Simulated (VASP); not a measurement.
Here is a VASP 6.6.1 calculation.

Contents of INCAR:

```
SYSTEM = Ti
PREC     = Accurate       ! precision mode
ENCUT    = 500            ! plane-wave cutoff, eV
EDIFF    = 1E-6           ! SCF threshold, eV
ISMEAR   = -1             ! smearing method
SIGMA    = 0.15           ! smearing width, eV
LREAL    = .FALSE.        ! projectors in reciprocal space
LASPH    = .TRUE.         ! aspherical terms in the spheres
NELM     = 120            ! most SCF steps
ALGO     = Normal         ! electronic algorithm
ISIF     = 2              ! what is computed and relaxed
LWAVE    = .FALSE.        ! write WAVECAR
LCHARG   = .TRUE.         ! write CHGCAR
LELF     = .TRUE.         ! ELF
LVHAR    = .TRUE.       
ISYM     = -1           
NBANDS   = 25             ! bands
GGA_COMPAT= .FALSE.
```

File KPOINTS:

```
explicit points
144
Reciprocal
  0.08333333   0.08333333   0.06250000 2
  0.08333333   0.08333333   0.18750000 2
  0.08333333   0.08333333   0.31250000 2
  0.08333333   0.08333333   0.43750000 2
  0.08333333   0.08333333   0.56250000 2
  0.08333333   0.08333333   0.68750000 2
  0.08333333   0.08333333   0.81250000 2
  0.08333333   0.08333333   0.93750000 2
  0.08333333   0.25000000   0.06250000 2
  0.08333333   0.25000000   0.18750000 2
  0.08333333   0.25000000   0.31250000 2
  0.08333333   0.25000000   0.43750000 2
  0.08333333   0.25000000   0.56250000 2
  0.08333333   0.25000000   0.68750000 2
  0.08333333   0.25000000   0.81250000 2
  0.08333333   0.25000000   0.93750000 2
  0.08333333   0.41666667   0.06250000 2
  0.08333333   0.41666667   0.18750000 2
  0.08333333   0.41666667   0.31250000 2
  0.08333333   0.41666667   0.43750000 2
  0.08333333   0.41666667   0.56250000 2
  0.08333333   0.41666667   0.68750000 2
  0.08333333   0.41666667   0.81250000 2
  0.08333333   0.41666667   0.93750000 2
  0.08333333   0.58333333   0.06250000 2
  0.08333333   0.58333333   0.18750000 2
  0.08333333   0.58333333   0.31250000 2
  0.08333333   0.58333333   0.43750000 2
  0.08333333   0.58333333   0.56250000 2
  0.08333333   0.58333333   0.68750000 2
  0.08333333   0.58333333   0.81250000 2
  0.08333333   0.58333333   0.93750000 2
  0.08333333   0.75000000   0.06250000 2
  0.08333333   0.75000000   0.18750000 2
  0.08333333   0.75000000   0.31250000 2
  0.08333333   0.75000000   0.43750000 2
  0.08333333   0.75000000   0.56250000 2
  0.08333333   0.75000000   0.68750000 2
  0.08333333   0.75000000   0.81250000 2
  0.08333333   0.75000000   0.93750000 2
  0.08333333   0.91666667   0.06250000 2
  0.08333333   0.91666667   0.18750000 2
  0.08333333   0.91666667   0.31250000 2
  0.08333333   0.91666667   0.43750000 2
  0.08333333   0.91666667   0.56250000 2
  0.08333333   0.91666667   0.68750000 2
  0.08333333   0.91666667   0.81250000 2
  0.08333333   0.91666667   0.93750000 2
  0.25000000   0.08333333   0.06250000 2
  0.25000000   0.08333333   0.18750000 2
  0.25000000   0.08333333   0.31250000 2
  0.25000000   0.08333333   0.43750000 2
  0.25000000   0.08333333   0.56250000 2
  0.25000000   0.08333333   0.68750000 2
  0.25000000   0.08333333   0.81250000 2
  0.25000000   0.08333333   0.93750000 2
  0.25000000   0.25000000   0.06250000 2
  0.25000000   0.25000000   0.18750000 2
  0.25000000   0.25000000   0.31250000 2
  0.25000000   0.25000000   0.43750000 2
  0.25000000   0.25000000   0.56250000 2
  0.25000000   0.25000000   0.68750000 2
  0.25000000   0.25000000   0.81250000 2
  0.25000000   0.25000000   0.93750000 2
  0.25000000   0.41666667   0.06250000 2
  0.25000000   0.41666667   0.18750000 2
  0.25000000   0.41666667   0.31250000 2
  0.25000000   0.41666667   0.43750000 2
  0.25000000   0.41666667   0.56250000 2
  0.25000000   0.41666667   0.68750000 2
  0.25000000   0.41666667   0.81250000 2
  0.25000000   0.41666667   0.93750000 2
  0.25000000   0.58333333   0.06250000 2
  0.25000000   0.58333333   0.18750000 2
  0.25000000   0.58333333   0.31250000 2
  0.25000000   0.58333333   0.43750000 2
  0.25000000   0.58333333   0.56250000 2
  0.25000000   0.58333333   0.68750000 2
  0.25000000   0.58333333   0.81250000 2
  0.25000000   0.58333333   0.93750000 2
  0.25000000   0.75000000   0.06250000 2
  0.25000000   0.75000000   0.18750000 2
  0.25000000   0.75000000   0.31250000 2
  0.25000000   0.75000000   0.43750000 2
  0.25000000   0.75000000   0.56250000 2
  0.25000000   0.75000000   0.68750000 2
  0.25000000   0.75000000   0.81250000 2
  0.25000000   0.75000000   0.93750000 2
  0.25000000   0.91666667   0.06250000 2
  0.25000000   0.91666667   0.18750000 2
  0.25000000   0.91666667   0.31250000 2
  0.25000000   0.91666667   0.43750000 2
  0.25000000   0.91666667   0.56250000 2
  0.25000000   0.91666667   0.68750000 2
  0.25000000   0.91666667   0.81250000 2
  0.25000000   0.91666667   0.93750000 2
  0.41666667   0.08333333   0.06250000 2
  0.41666667   0.08333333   0.18750000 2
  0.41666667   0.08333333   0.31250000 2
  0.41666667   0.08333333   0.43750000 2
  0.41666667   0.08333333   0.56250000 2
  0.41666667   0.08333333   0.68750000 2
  0.41666667   0.08333333   0.81250000 2
  0.41666667   0.08333333   0.93750000 2
  0.41666667   0.25000000   0.06250000 2
  0.41666667   0.25000000   0.18750000 2
  0.41666667   0.25000000   0.31250000 2
  0.41666667   0.25000000   0.43750000 2
  0.41666667   0.25000000   0.56250000 2
  0.41666667   0.25000000   0.68750000 2
  0.41666667   0.25000000   0.81250000 2
  0.41666667   0.25000000   0.93750000 2
  0.41666667   0.41666667   0.06250000 2
  0.41666667   0.41666667   0.18750000 2
  0.41666667   0.41666667   0.31250000 2
  0.41666667   0.41666667   0.43750000 2
  0.41666667   0.41666667   0.56250000 2
  0.41666667   0.41666667   0.68750000 2
  0.41666667   0.41666667   0.81250000 2
  0.41666667   0.41666667   0.93750000 2
  0.41666667   0.58333333   0.06250000 2
  0.41666667   0.58333333   0.18750000 2
  0.41666667   0.58333333   0.31250000 2
  0.41666667   0.58333333   0.43750000 2
  0.41666667   0.58333333   0.56250000 2
  0.41666667   0.58333333   0.68750000 2
  0.41666667   0.58333333   0.81250000 2
  0.41666667   0.58333333   0.93750000 2
  0.41666667   0.75000000   0.06250000 2
  0.41666667   0.75000000   0.18750000 2
  0.41666667   0.75000000   0.31250000 2
  0.41666667   0.75000000   0.43750000 2
  0.41666667   0.75000000   0.56250000 2
  0.41666667   0.75000000   0.68750000 2
  0.41666667   0.75000000   0.81250000 2
  0.41666667   0.75000000   0.93750000 2
  0.41666667   0.91666667   0.06250000 2
  0.41666667   0.91666667   0.18750000 2
  0.41666667   0.91666667   0.31250000 2
  0.41666667   0.91666667   0.43750000 2
  0.41666667   0.91666667   0.56250000 2
  0.41666667   0.91666667   0.68750000 2
  0.41666667   0.91666667   0.81250000 2
  0.41666667   0.91666667   0.93750000 2
```

POSCAR

```
Ti
1.0
    4.6000000000      0.0000000000      0.0000000000
   -2.3000000000      3.9837168574      0.0000000000
    0.0000000000      0.0000000000      2.8200000000
Ti
3
Direct
    0.0000000000      0.0000000000      0.0000000000
    0.3333330000      0.6666670000      0.5000000000
    0.6666670000      0.3333330000      0.5000000000
```

Potentials or basis: VASP PAW LDA potentials, release 64 (Ti_sv).

Command:

```console
$ cat potpaw_LDA.64/Ti_sv/POTCAR > POTCAR
$ mpirun -np 1 vasp_std > vasp.out
```

Predict the band gap on the k mesh.

zero (bands 18 and 19 overlap by 0.21 eV).

Estimate the largest force.

0.006 eV/Å.

Estimate the pressure.

-8.8 GPa.

Stress tensor (GPa, compression positive):
```
-9.21 -0.02  0.00
-0.02 -9.23  0.00
 0.00  0.00 -8.00
```

Caveat: the cell stands under tension.
